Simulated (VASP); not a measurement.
Here is a VASP 6.6.1 calculation.

Contents of INCAR:

```
SYSTEM = AlFe
ALGO = Normal
EDIFF = 1E-7
ENCUT = 520
GGA = PE
ISIF = 2
ISMEAR = -1
LASPH = .TRUE.
LCHARG = .TRUE.
LELF = .TRUE.
LREAL = .FALSE.
LVHAR = .TRUE.
LWAVE = .FALSE.
NBANDS = 12
NELM = 80
PREC = Accurate
SIGMA = 0.1
```

Contents of KPOINTS:

```
k-points
0
G
  11 11 11
  0 0 0
```

File POSCAR:

```
AlFe
1.0
    2.6081775625      0.0000000000      0.0000000000
    0.0000000000      2.6081775625      0.0000000000
    0.0000000000      0.0000000000      2.6081775625
Al Fe
1 1
Direct
    0.0000000000      0.0000000000      0.0000000000
    0.5000000000      0.5000000000      0.5000000000
```

Potentials or basis: VASP PAW PBE potentials, release 64 (Al, Fe).

Launch:

```console
$ cat potpaw_PBE.64/Al/POTCAR potpaw_PBE.64/Fe/POTCAR > POTCAR
$ mpirun -np 1 vasp_std > vasp.out
```

**Question.** What does it give for the pressure?

**Answer.** 94.4 GPa.

 Spin polarisation is off, so any magnetic state and its effect on volume and gap are missing.
